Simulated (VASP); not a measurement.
Set up this calculation in VASP 6.6.1, as the native input.

```yaml
Task: single point
Functional: PBE
Potentials_or_basis: VASP PAW PBE potentials, release 64 (W_sv)
Cutoff: 520 eV
k_mesh: 20 × 20 × 20
Occupations: gaussian, width 0.15 eV
Spin: no spin polarisation
Dipole_correction: no
Further_INCAR_settings: ALGO = Normal; EDIFF = 1e-06; NBANDS = 13
```

The structure of W lies in POSCAR:

```
W
1.0
   -1.4695160000      1.4695160000      1.7250840000
    1.4695160000     -1.4695160000      1.7250840000
    1.4695160000      1.4695160000     -1.7250840000
W
1
Direct
    0.0000000000      0.0000000000      0.0000000000
```

This cell differs from its parent crystal: strain -0.080 along x and y, +0.080 along z.

One way to write it, as run:

INCAR

```
SYSTEM = W
ALGO = Normal ; EDIFF = 1E-6
ENCUT = 520 ; GGA = PE
ISIF = 2 ; ISMEAR = 0
LASPH = .True. ; LCHARG = .True.
LELF = .True. ; LREAL = .False.
LVHAR = .True. ; LWAVE = .False.
NBANDS = 13 ; NELM = 60
PREC = Accurate ; SIGMA = 0.15
```

KPOINTS

```
k-points
0
Gamma
  20 20 20
  0 0 0
```

Potentials or basis: VASP PAW PBE potentials, release 64 (W_sv).

The run is started by

```console
$ cat potpaw_PBE.64/W_sv/POTCAR > POTCAR
$ mpirun -np 1 vasp_std > vasp.out
```

It gave:

- Pressure: 32.8 GPa
- Band gap on the k mesh: zero (bands 7 and 8 overlap by 6.32 eV)

Caveat: the cell differs from its parent crystal (strain -0.080 along x and y, +0.080 along z); the stress differs along the axes, from 8 to 45 GPa; spin-orbit coupling is left out, which moves the levels of the heavy elements.

It took 37 s on 1 thread of Intel(R) Xeon(R) 6975P-C (Granite Rapids) (shared host), peak memory 0.22 GiB.
